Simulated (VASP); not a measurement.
# Si (Fd-3m) in VASP: further runs

The runs below take Si through single point, relaxation of cell and atoms, with PBEsol.

All numbers are computed with VASP 6.6.1; they aren't measurements. Logs are shortened: lines on timing, memory, paths and dates and some standing lists are left out, and cuts for length are marked.

### 1 The cell of the first run

The structure is cubic, space group Fd-3m (No. 227). Conventional cell: a = 5.434 Å, b = 5.434 Å, c = 5.434 Å, α = 90.00°, β = 90.00°, γ = 90.00°. Si (site symmetry -43m) has 4 Si at 2.35 Å within 3.1 Å.

### 2 Single point, PBEsol

INCAR

```
SYSTEM = Si
  PREC = Accurate
  ENCUT = 520
  EDIFF = 1E-6
  ISMEAR = 0
  SIGMA = 0.02
  LREAL = .False.
  LASPH = .True.
  NELM = 60
  ALGO = Normal
  ISIF = 2
  LWAVE = .False.
  LCHARG = .False.
  GGA = PS
  NBANDS = 11
```

KPOINTS

```
Automatic mesh
0
Gamma
  10 10 10
  0 0 0
```

POSCAR

```
Si
1.0
    0.0000000000      2.7167570807      2.7167570807
    2.7167570807      0.0000000000      2.7167570807
    2.7167570807      2.7167570807      0.0000000000
Si
2
Direct
    0.7500000000      0.7500000000      0.7500000000
    0.5000000000      0.5000000000      0.5000000000
```

Potentials or basis: VASP PAW PBE potentials, release 64 (Si).

Launch:

```bash
cat potpaw_PBE.64/Si/POTCAR > POTCAR
mpirun -np 1 vasp_std > vasp.out
```

OUTCAR:

```text
SYSTEM = Si
   PREC = Accurate
   ENCUT = 520
   EDIFF = 1E-6
   ISMEAR = 0
   LREAL = .False.
   LASPH = .True.
   NELM = 60
   ISIF = 2
   GGA = PS

 ion  position               nearest neighbor table
   1  0.750  0.750  0.750-   2 2.35   2 2.35   2 2.35   2 2.35
   2  0.500  0.500  0.500-   1 2.35   1 2.35   1 2.35   1 2.35

  LATTYP: Found a face centered cubic cell.
 ALAT       =     5.4335141614

  Lattice vectors:

 A1 = (   0.0000000000,   2.7167570807,   2.7167570807)
 A2 = (   2.7167570807,   0.0000000000,   2.7167570807)
 A3 = (   2.7167570807,   2.7167570807,   0.0000000000)

Analysis of symmetry for initial positions (statically):
=====================================================================
 Subroutine PRICEL returns:
 Original cell was already a primitive cell.

 Routine SETGRP: Setting up the symmetry group for a
 face centered cubic supercell.

 Subroutine GETGRP returns: Found 48 space group operations
 (whereof 24 operations were pure point group operations)
 out of a pool of 48 trial point group operations.

The static configuration has the point symmetry T_d .
 The point group associated with its full space group is O_h .

Analysis of symmetry for dynamics (positions and initial velocities):
=====================================================================
 Subroutine PRICEL returns:
 Original cell was already a primitive cell.

 Routine SETGRP: Setting up the symmetry group for a
 face centered cubic supercell.

 Subroutine GETGRP returns: Found 48 space group operations
 (whereof 24 operations were pure point group operations)
 out of a pool of 48 trial point group operations.

The dynamic configuration has the point symmetry T_d .
 The point group associated with its full space group is O_h .

 Subroutine INISYM returns: Found 48 space group operations
 (whereof 24 operations are pure point group operations),
 and found     1 'primitive' translations

----------------------------------------------------------------------------------------

                                     Primitive cell

  volume of cell :      40.1035

  direct lattice vectors                    reciprocal lattice vectors
     0.000000000  2.716757081  2.716757081    -0.184042955  0.184042955  0.184042955
     2.716757081  0.000000000  2.716757081     0.184042955 -0.184042955  0.184042955
     2.716757081  2.716757081  0.000000000     0.184042955  0.184042955 -0.184042955

  length of vectors
     3.842074709  3.842074709  3.842074709     0.318771748  0.318771748  0.318771748

  position of ions in fractional coordinates (direct lattice)
     0.750000000  0.750000000  0.750000000
     0.500000000  0.500000000  0.500000000

  ion indices of the primitive-cell ions
   primitive index   ion index
                 1           1
                 2           2

----------------------------------------------------------------------------------------

 KPOINTS: Automatic mesh

Automatic generation of k-mesh.
 Grid dimensions read from file:
 generate k-points for:   10   10   10

 Generating k-lattice:

  Cartesian coordinates                     Fractional coordinates (reciprocal lattice)
    -0.018404295  0.018404295  0.018404295     0.100000000  0.000000000  0.000000000
     0.018404295 -0.018404295  0.018404295     0.000000000  0.100000000  0.000000000
     0.018404295  0.018404295 -0.018404295     0.000000000  0.000000000  0.100000000

  Length of vectors
     0.031877175  0.031877175  0.031877175

  Shift w.r.t. Gamma in fractional coordinates (k-lattice)
     0.000000000  0.000000000  0.000000000

 Subroutine IBZKPT returns following result:
 ===========================================

 Found     47 irreducible k-points:

 Following reciprocal coordinates:
            Coordinates               Weight
  0.000000  0.000000  0.000000      1.000000
  0.100000  0.000000  0.000000      8.000000
  0.200000  0.000000  0.000000      8.000000
  0.300000  0.000000  0.000000      8.000000
  0.400000  0.000000  0.000000      8.000000
  0.500000  0.000000  0.000000      4.000000
[... 16 lines left out ...]
  0.300000  0.300000  0.000000      6.000000
  0.400000  0.300000  0.000000     24.000000
 [... further k-points ...]
   k-points           NKPTS =     47   k-points in BZ     NKDIM =     47   number of bands    NBANDS=     11
   number of dos      NEDOS =    301   number of ions     NIONS =      2
   total plane-waves  NPLWV =  27000
   dimension x,y,z NGX =    30 NGY =   30 NGZ =   30
   dimension x,y,z NGXF=    60 NGYF=   60 NGZF=   60
   ions per type =               2
   NGX,Y,Z   is equivalent  to a cutoff of  12.98, 12.98, 12.98 a.u.
   NGXF,Y,Z  is equivalent  to a cutoff of  25.96, 25.96, 25.96 a.u.
 SYSTEM =  Si
   PREC   = accura    normal or accurate (medium, high low for compatibility)
   ISTART =      0    job   : 0-new  1-cont  2-samecut
   ICHARG =      2    charge: 1-file 2-atom 10-const
   ISPIN  =      1    spin polarized calculation?
   LNONCOLLINEAR =      F non collinear calculations
   LSORBIT =      F    spin-orbit coupling
   LASPH  =      T    aspherical Exc in radial PAW
   ENCUT  =  520.0 eV  38.22 Ry    6.18 a.u.   7.14  7.14  7.14*2*pi/ulx,y,z
   NELM   =     60;   NELMIN=  2; NELMDL= -5     # of ELM steps
   EDIFF  = 0.1E-05   stopping-criterion for ELM
   LREAL  =      F    real-space projection
   EDIFFG = 0.1E-04   stopping-criterion for IOM
   NSW    =      0    number of steps for IOM
   IBRION =     -1    ionic relax: 0-MD 1-quasi-New 2-CG
   NFREE  =      0    steps in history (QN), initial steepest desc. (CG)
   ISIF   =      2    stress and relaxation
   ISYM   =      2    0-nonsym 1-usesym 2-fastsym
   POTIM  = 0.5000    time-step for ionic-motion
   TEBEG  =    0.0;   TEEND  =   0.0 temperature during run
   PSTRESS=    0.0 pullay stress
   NELECT =       8.0000    total number of electrons
   NUPDOWN=      -1.0000    fix difference up-down
   EMIN   =  10.00;   EMAX   =-10.00  energy-range for DOS
   EFERMI =   0.00;   METHOD = LEGACY
   ISMEAR =     0;   SIGMA  =   0.02  broadening in eV -4-tet -1-fermi 0-gaus
   EFERMI_NEDOS =   21; number of points for ismear=-14 and -15
   IALGO  =     38    algorithm
   IMIX   =      4    mixing-type and parameters
     AMIX     =   0.40;   BMIX     =  1.00
     AMIX_MAG =   1.60;   BMIX_MAG =  1.00
  volume/ion in A,a.u.               =      20.05       135.32
  Fermi-wavevector in a.u.,A,eV,Ry     =   0.956557  1.807630 12.449339  0.915001
  Thomas-Fermi vector in A             =   2.085495
   LORBIT       =      0    0 simple, 1 ext, 2 COOP (PROOUT), +10 PAW based schemes
   GGA     = PS    functional components
   LHFCALC =     F    Hartree Fock is set to
   AEXX    =    0.0000 exact exchange contribution
   IVDW    =     0    specifies the selected vdW correction
   LEPSILON=     F    determine dielectric tensor
   LRPA    =     F    only Hartree local field effects (RPA)
 non-spin polarized calculation
 Gauss-broadening in eV      SIGMA  =   0.02
  energy-cutoff  :      520.00
  volume of cell :       40.10
 maximum number of plane-waves:      1106
 NGX is ok and might be reduce to    30
   NGX = 15   NGY = 15   NGZ = 15

 number of electron       8.0000000 magnetization

 Free energy of the ion-electron system (eV)
  ---------------------------------------------------
  ext. energy  EPLUGINS =         0.00000000
  ---------------------------------------------------
  free energy    TOTEN  =       -11.49258673 eV

  energy without entropy =      -11.49258673  energy(sigma->0) =      -11.49258673

 E-fermi :   5.9410     XC(G=0):  -9.5477

 val. band max:        5.7743327397   @ k =   0.0000   0.0000   0.0000
 cond. band min:       6.2435662058   @ k =   0.4000   0.4000   0.0000
 fundamental gap:      0.4692334662
 Fermi energy:         5.9410230793

 k-point     1 :       0.0000    0.0000    0.0000
  band No.  band energies     occupation
      1      -6.2053      2.00000
      2       5.7743      2.00000
      3       5.7743      2.00000
      4       5.7743      2.00000
      5       8.2911      0.00000
      6       8.2911      0.00000
      7       8.2911      0.00000
      8       9.0808      0.00000
      9      13.4619      0.00000
     10      13.4619      0.00000
     11      13.4784      0.00000

 k-point     2 :       0.1000    0.0000    0.0000
  band No.  band energies     occupation
      1      -6.0741      2.00000
      2       4.6178      2.00000
      3       5.5735      2.00000
      4       5.5735      2.00000
      5       8.2915      0.00000
      6       8.5857      0.00000
      7       8.5857      0.00000
      8      10.0088      0.00000
      9      13.0882      0.00000
     10      13.0882      0.00000
     11      14.0301      0.00000

 k-point     3 :       0.2000    0.0000    0.0000
  band No.  band energies     occupation
      1      -5.6865      2.00000
      2       2.7465      2.00000
      3       5.1905      2.00000
      4       5.1905      2.00000
      5       7.9253      0.00000
      6       9.0931      0.00000
      7       9.0931      0.00000
      8      11.7577      0.00000
      9      12.7599      0.00000
     10      12.7599      0.00000
     11      14.7048      0.00000
[... 267 lines left out ...]
 k-point    23 :       0.3000    0.3000    0.0000
  band No.  band energies     occupation
      1      -4.6521      2.00000
      2       1.3566      2.00000
      3       3.5281      2.00000
      4       3.5281      2.00000
      5       6.5345      0.00000
      6       8.0735      0.00000
      7      12.3856      0.00000
      8      12.3856      0.00000
      9      14.8358      0.00000
     10      15.1998      0.00000
     11      18.0417      0.00000

 k-point    24 :       0.4000    0.3000    0.0000
  band No.  band energies     occupation
      1      -4.0371      2.00000
      2       0.3497      2.00000
      3       2.8882      2.00000
      4       3.3230      2.00000
      5       6.7221      0.00000
      6       7.9094      0.00000
      7      12.6787      0.00000
      8      12.7982      0.00000
      9      16.2100      0.00000
     10      16.4773      0.00000
     11      17.8083      0.00000

 [... further k-points ...]

------------------------ aborting loop because EDIFF is reached ----------------------------------------

  FORCE on cell =-STRESS in cart. coord.  units (eV):
  Direction    XX          YY          ZZ          XY          YZ          ZX
  --------------------------------------------------------------------------------------
  -------------------------------------------------------------------------------------
  Total        0.0292388      0.0292388      0.0292388      0.0000000      0.0000000      0.0000000
  in kB        1.1681201      1.1681201      1.1681201      0.0000000      0.0000000      0.0000000
  external PRESSURE =       1.1681201 kB  Pullay stress =       0.0000000 kB

 VOLUME and BASIS-vectors are now :
 -----------------------------------------------------------------------------
  energy-cutoff  :      520.00
  volume of cell :       40.10
      direct lattice vectors                 reciprocal lattice vectors
     0.000000000  2.716757081  2.716757081    -0.184042955  0.184042955  0.184042955
     2.716757081  0.000000000  2.716757081     0.184042955 -0.184042955  0.184042955
     2.716757081  2.716757081  0.000000000     0.184042955  0.184042955 -0.184042955

 POSITION                                       TOTAL-FORCE (eV/Angst)
 -----------------------------------------------------------------------------------
      4.07514      4.07514      4.07514         0.000000      0.000000      0.000000
      2.71676      2.71676      2.71676        -0.000000     -0.000000     -0.000000
 -----------------------------------------------------------------------------------
    total drift:                                0.000000     -0.000000     -0.000000

  FREE ENERGIE OF THE ION-ELECTRON SYSTEM (eV)
  ---------------------------------------------------
  free  energy   TOTEN  =       -11.4925867323 eV

  energy  without entropy=      -11.4925867323  energy(sigma->0) =      -11.49258673
```

Run time: 9.7 s. Hardware: 1 thread of Intel Xeon 6975P-C (Granite Rapids), shared host; peak memory 0.15 GiB.

What came out:

```yaml
Free_energy: -11.4926 eV
Pressure: 0.1 GPa
Band_gap_on_the_k_mesh: 0.47 eV, indirect (least direct gap 2.52 eV)
```

Levels at points of the mesh, in eV from the valence-band top:
```csv
k point,band 1,band 2,band 3,band 4,band 5,band 6,band 7,band 8,band 9
"(0.00, 0.00, 0.00)",-11.98,0.00,0.00,0.00,2.52,2.52,2.52,3.31,7.69
"(0.50, 0.00, 0.00)",-9.63,-7.01,-1.20,-1.20,1.46,3.27,3.27,7.51,10.51
"(0.50, 0.50, 0.00)",-7.82,-7.82,-2.87,-2.87,0.59,0.59,10.05,10.05,10.93
```

Caveat: the PAW data sets were made with another functional, which shifts forces and pressure a little. A k mesh can miss the band edges.

### 3 Relaxation of cell and atoms, PBEsol

This run uses another cell than the first one, of 20.45 Å³/atom, 1.020 times its volume.

INCAR

```
PREC     = Accurate       # precision mode
ENCUT    = 600            # plane-wave cutoff, eV
EDIFF    = 1E-7           # SCF threshold, eV
ISMEAR   = 0              # smearing method
SIGMA    = 0.02           # smearing width, eV
LREAL    = False          # projectors in reciprocal space
LASPH    = True           # aspherical terms in the spheres
NELM     = 100            # most SCF steps
ALGO     = Normal         # electronic algorithm
ISIF     = 3              # what is computed and relaxed
LWAVE    = False          # write WAVECAR
LCHARG   = False          # write CHGCAR
GGA      = PS             # functional
IBRION   = 2              # ionic algorithm
NSW      = 70             # ionic steps
EDIFFG   = -0.005         # ionic threshold
```

KPOINTS

```
regular mesh
0
Gamma
  10 10 10
```

POSCAR

```
Si
1.0
    0.0000000000      2.7348383262      2.7348383262
    2.7348383262      0.0000000000      2.7348383262
    2.7348383262      2.7348383262      0.0000000000
Si
2
Direct
    0.7500000000      0.7500000000      0.7500000000
    0.5000000000      0.5000000000      0.5000000000
```

Potentials or basis: VASP PAW PBE potentials, release 64 (Si).

Launch:

```bash
cat potpaw_PBE.64/Si/POTCAR > POTCAR
mpirun -np 1 vasp_std > vasp.out
```

Run time: 14 s. Hardware: 1 thread of Intel Xeon 6975P-C (Granite Rapids), shared host; peak memory 0.17 GiB.

It converged, with:

```yaml
Free_energy: -11.4926 eV
Relaxed_volume: 20.08 Å³/atom
Relaxed_cell: a = 3.844 Å, b = 3.844 Å, c = 3.844 Å, α = 60.00°, β = 60.00°, γ = 60.00°
Space_group_after_relaxing_to_0.05_Å: Fd-3m (No. 227)
Energy_gained_by_relaxing: 2.0 meV/atom
Ionic_steps: 3
Pressure_after_relaxing: 0.0 GPa
Band_gap_on_the_k_mesh: 0.47 eV, indirect (least direct gap 2.52 eV)
```

The path:
| step | energy change (eV) | largest force (eV/Å) | pressure (GPa) | volume (Å³) |
| --- | --- | --- | --- | --- |
| 1 | 0.0000 | 0.0000 | -1.68 | 40.91 |
| 2 | -0.0022 | 0.0000 | 1.21 | 39.65 |
| 3 | -0.0040 | 0.0000 | 0.00 | 40.15 |

Final structure:
```cif
data_structure
_symmetry_space_group_name_H-M 'P 1'
_symmetry_Int_Tables_number 1
_cell_length_a 3.8436
_cell_length_b 3.8436
_cell_length_c 3.8436
_cell_angle_alpha 60.000
_cell_angle_beta 60.000
_cell_angle_gamma 60.000
_cell_volume 40.15
loop_
_atom_site_label
_atom_site_type_symbol
_atom_site_fract_x
_atom_site_fract_y
_atom_site_fract_z
_atom_site_occupancy
Si1 Si 0.75000 0.75000 0.75000 1
Si2 Si 0.50000 0.50000 0.50000 1
```

Levels at points of the mesh, in eV from the valence-band top:
```csv
k point,band 1,band 2,band 3,band 4,band 5,band 6,band 7,band 8
"(0.00, 0.00, 0.00)",-11.97,0.00,0.00,0.00,2.52,2.52,2.52,3.29
"(0.50, 0.00, 0.00)",-9.63,-7.00,-1.20,-1.20,1.46,3.27,3.27,7.51
"(0.50, 0.50, 0.00)",-7.82,-7.82,-2.87,-2.87,0.59,0.59,10.04,10.04
```

Caveat: the PAW data sets were made with another functional, which shifts forces and pressure a little.
